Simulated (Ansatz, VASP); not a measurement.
# One calculation of Al, two programs

```
Al
1.0
    -2.81442    0.00000    0.00000
    -1.40721   -2.43736    0.00000
    -1.17268   -0.81245   18.48209
Al
8
Direct
  0.98438 0.97917 0.06250
  0.85938 0.81250 0.56250
  0.16146 0.10417 0.68750
  0.28646 0.27083 0.18750
  0.79688 0.72917 0.81250
  0.92188 0.89583 0.31250
  0.43229 0.35417 0.93750
  0.55729 0.52083 0.43750
```

Alike in both runs: task single point; functional PBE; dispersion D3(BJ); k mesh 16 × 16 × 2; occupations gaussian, width 0.15 eV; no spin polarisation.

|  | VASP | Ansatz |
| --- | --- | --- |
| version | VASP 6.6.1 | Ansatz 0.2.0 |
| potentials or method | VASP PAW PBE potentials, release 64 (Al), cutoff 520 eV | scalar-relativistic, plane waves, PAW |
| valence electrons in the cell | 24 | 24 |

```csv
,VASP,Ansatz,Ansatz less VASP
gap on the k mesh at the Fermi level (eV),none,none,-
pressure (GPa),0.2,0.2,0.00
"traceless stress, the component that is largest in VASP (GPa)",0.59,0.58,-0.004
rms of the force components (eV/Å),0.049,0.049,-0.0001
```

Atom by atom the forces differ by 0.000 eV/Å (rms over components). A gap of «none» marks a metal or a gap that the smearing closes.
